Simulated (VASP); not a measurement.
A run of VASP 6.6.1:

File INCAR:

```
PREC = Accurate
ENCUT = 520
EDIFF = 1E-7
ISMEAR = 0
SIGMA = 0.3
LREAL = F
LASPH = T
NELM = 60
ALGO = Fast
ISIF = 2
LWAVE = F
LCHARG = F
GGA = PE
NBANDS = 8
```

Contents of KPOINTS:

```
regular mesh
0
Gamma
  32 32 32
```

The input POSCAR:

```
Al
1.0
    0.0000000000      2.0208550158      2.0208550158
    2.0208550158      0.0000000000      2.0208550158
    2.0208550158      2.0208550158      0.0000000000
Al
1
Direct
    0.0000000000      0.0000000000      0.0000000000
```

Potentials or basis: VASP PAW PBE potentials, release 64 (Al).

Run with:

```bash
$ cat potpaw_PBE.64/Al/POTCAR > POTCAR
$ mpirun -np 1 vasp_std > vasp.out
```

Hardware: 1 thread of Intel(R) Xeon(R) Platinum 8488C (Sapphire Rapids), with other jobs on the host.

Problem. Estimate the wall time of this run.

Solution. Run time: 71 s on 1 thread of Intel(R) Xeon(R) Platinum 8488C (Sapphire Rapids), on a shared host, peak memory 0.21 GiB. Counts: scf iterations 12, k points 897.
